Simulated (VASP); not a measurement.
A run of VASP 6.6.1:

Contents of INCAR:

```
PREC = Accurate
ENCUT = 520
EDIFF = 1E-6
ISMEAR = 0
SIGMA = 0.05
LREAL = Auto
LASPH = True
NELM = 100
ALGO = Normal
ISIF = 2
LWAVE = False
LCHARG = False
LDIPOL = True
IDIPOL = 3
DIPOL = 0.5 0.5 0.500
GGA = PE
IVDW = 12
NBANDS = 86
```

The input KPOINTS:

```
regular mesh
0
Gamma
  2 2 1
```

Contents of POSCAR:

```
CdTe
1.0
    9.2158675514      0.0000000000      0.0000000000
   -4.6079337757      7.9811754174      0.0000000000
    0.0000000000      0.0000000000     20.7029527162
Te Cd
8 8
Direct
    0.5000000000      0.0000000000      0.3864183100
    0.5000000000      0.5000000000      0.3864183100
    0.0000000000      0.0000000000      0.3864183100
    0.0000000000      0.5000000000      0.3864183100
    0.6666666667      0.8333333333      0.5784513882
    0.6666666667      0.3333333333      0.5784513882
    0.1666666667      0.8333333333      0.5784513882
    0.1666666667      0.3333333333      0.5784513882
    0.1666666667      0.8333333333      0.4318509860
    0.1666666667      0.3333333333      0.4318509860
    0.6666666667      0.8333333333      0.4318509860
    0.6666666667      0.3333333333      0.4318509860
    0.3333333333      0.6666666667      0.6027816159
    0.3333333333      0.1666666667      0.6027816159
    0.8333333333      0.6666666667      0.6027816159
    0.8333333333      0.1666666667      0.6027816159
```

Potentials or basis: VASP PAW PBE potentials, release 64 (Te, Cd).

The run is started by

```bash
$ cat potpaw_PBE.64/Te/POTCAR potpaw_PBE.64/Cd/POTCAR > POTCAR
$ mpirun -np 1 vasp_std > vasp.out
```

Hardware: 1 thread of Intel(R) Xeon(R) Platinum 8375C CPU @ 2.90GHz (Ice Lake) (shared host).

Problem. How long does it take, and how much memory?

Solution. It took 13 min on 1 thread of Intel(R) Xeon(R) Platinum 8375C CPU @ 2.90GHz (Ice Lake), with other jobs on the host, peak memory 1.4 GiB. Counts: scf iterations 31, k points 2.
